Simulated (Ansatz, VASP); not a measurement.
## SiC: VASP beside Ansatz

Contents of INCAR:

```
SYSTEM = SiC
  ALGO = Normal
  EDIFF = 1E-6
  EDIFFG = -0.02
  ENCUT = 520
  GGA = PE
  IBRION = 2
  ISIF = 2
  ISMEAR = -1
  LASPH = .TRUE.
  LCHARG = .FALSE.
  LREAL = .FALSE.
  LWAVE = .FALSE.
  NELM = 80
  NSW = 80
  PREC = Accurate
  SIGMA = 0.02
```

The input KPOINTS:

```
k-points
0
G
  10 10 2
  0 0 0
```

POSCAR

```
SiC
1.0
    3.0950000000      0.0000000000      0.0000000000
   -1.5475000000      2.6803486247      0.0000000000
    0.0000000000      0.0000000000     15.1700000000
Si C
6 6
Direct
    0.0000000000      0.0000000000      0.1250000000
    0.0000000000      0.0000000000      0.6250000000
    0.3333333333      0.6666666667      0.2917000000
    0.6666666667      0.3333333333      0.7917000000
    0.3333333333      0.6666666667      0.9583000000
    0.6666666667      0.3333333333      0.4583000000
    0.0000000000      0.0000000000      0.0000000000
    0.0000000000      0.0000000000      0.5000000000
    0.3333333333      0.6666666667      0.1667000000
    0.6666666667      0.3333333333      0.6667000000
    0.3333333333      0.6666666667      0.8333000000
    0.6666666667      0.3333333333      0.3333000000
```

Input for Ansatz:

```yaml
crystal:
  lattice:
    - [3.095, 0.0, 0.0]
    - [-1.5475, 2.6803486247, 0.0]
    - [0.0, 0.0, 15.17]
  atoms:
    - { symbol: Si, position: [0.0, 0.0, 0.125] }
    - { symbol: Si, position: [0.0, 0.0, 0.625] }
    - { symbol: Si, position: [0.3333333333, 0.6666666667, 0.2917] }
    - { symbol: Si, position: [0.6666666667, 0.3333333333, 0.7917] }
    - { symbol: Si, position: [0.3333333333, 0.6666666667, 0.9583] }
    - { symbol: Si, position: [0.6666666667, 0.3333333333, 0.4583] }
    - { symbol: C, position: [0.0, 0.0, 0.0] }
    - { symbol: C, position: [0.0, 0.0, 0.5] }
    - { symbol: C, position: [0.3333333333, 0.6666666667, 0.1667] }
    - { symbol: C, position: [0.6666666667, 0.3333333333, 0.6667] }
    - { symbol: C, position: [0.3333333333, 0.6666666667, 0.8333] }
    - { symbol: C, position: [0.6666666667, 0.3333333333, 0.3333] }
kpoints:
  mp_grid: { grid: [10, 10, 2] }
scf:
  occupations: { method: fermi_dirac, width: 0.02 }
hamiltonian:
  xc: pbe
  pseudopotentials: { kind: paw }
output:
  forces: true
  stress: true
  populations: true
  efg: { contact_densities: true }
relax:
  f_tol: 0.02
  max_steps: 60
```

Alike in both runs: task relaxation of the atoms; functional PBE; k mesh 10 × 10 × 2; occupations fermi-dirac, width 0.02 eV; no spin polarisation.

|  | VASP | Ansatz |
| --- | --- | --- |
| version | VASP 6.6.1 | Ansatz 0.2.0 |
| potentials or method | VASP PAW PBE potentials, release 64 (Si, C) | plane-wave PAW, scalar-relativistic |
| plane-wave cutoff (eV) | 520 | 420 |
| valence electrons in the cell | 48 | 48 |

```tsv
	VASP	Ansatz	Ansatz less VASP
gap on the k mesh at the Fermi level, each at its own relaxed structure (eV)	2.03	2.03	+0.001
```

Ansatz's warnings: stress scf threshold loose.
